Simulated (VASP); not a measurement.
Here is a VASP 6.6.1 calculation.

INCAR

```
PREC     = Accurate       # precision mode
ENCUT    = 520            # plane-wave cutoff, eV
EDIFF    = 1E-6           # SCF threshold, eV
ISMEAR   = 0              # smearing method
SIGMA    = 0.05           # smearing width, eV
LREAL    = False          # projectors in reciprocal space
LASPH    = True           # aspherical terms in the spheres
NELM     = 150            # most SCF steps
ALGO     = Normal         # electronic algorithm
ISIF     = 2              # what is computed and relaxed
LWAVE    = False          # write WAVECAR
LCHARG   = True           # write CHGCAR
ISPIN    = 2              # spin polarisation
MAGMOM   = 3 -3 0 0       # initial moments
LORBIT   = 11             # projections on sites
LMAXMIX  = 4              # l up to which the mixer works
LDAU     = True           # DFT+U
LDAUTYPE = 2            
LDAUL    = 2 -1           # shell
LDAUU    = 3.3 0          # U, eV
LDAUJ    = 0 0          
LDAUPRINT= 1            
GGA      = PE             # functional
LELF     = True           # ELF
LVHAR    = True         
NBANDS   = 27             # bands
```

Contents of KPOINTS:

```
regular mesh
0
Gamma
  10 10 5
```

Contents of POSCAR:

```
CoO
1.0
    0.0000000000      2.1315016559      2.1315016559
    2.1315016559      0.0000000000      2.1315016559
    4.2630033118      4.2630033118      0.0000000000
Co O
2 2
Direct
    0.0000000000      0.0000000000      0.0000000000
    0.0000000000      0.0000000000      0.5000000000
    0.5000000000      0.5000000000      0.2500000000
    0.5000000000      0.5000000000      0.7500000000
```

Potentials or basis: VASP PAW PBE potentials, release 64 (Co, O).

Command:

```console
$ cat potpaw_PBE.64/Co/POTCAR potpaw_PBE.64/O/POTCAR > POTCAR
$ mpirun -np 1 vasp_std > vasp.out
```

Question: Estimate the site moments.

Answer: Co +2.65, -2.65; O +0.00 μB.

Question: What does it give for the net moment?

Answer: 0.00 μB per cell.

Stress tensor (GPa, compression positive):
```
-1.85  2.62 -2.62
 2.62 -1.85 -2.62
-2.62 -2.62 -1.85
```

The state reached can hang on the start; a lower one may exist.
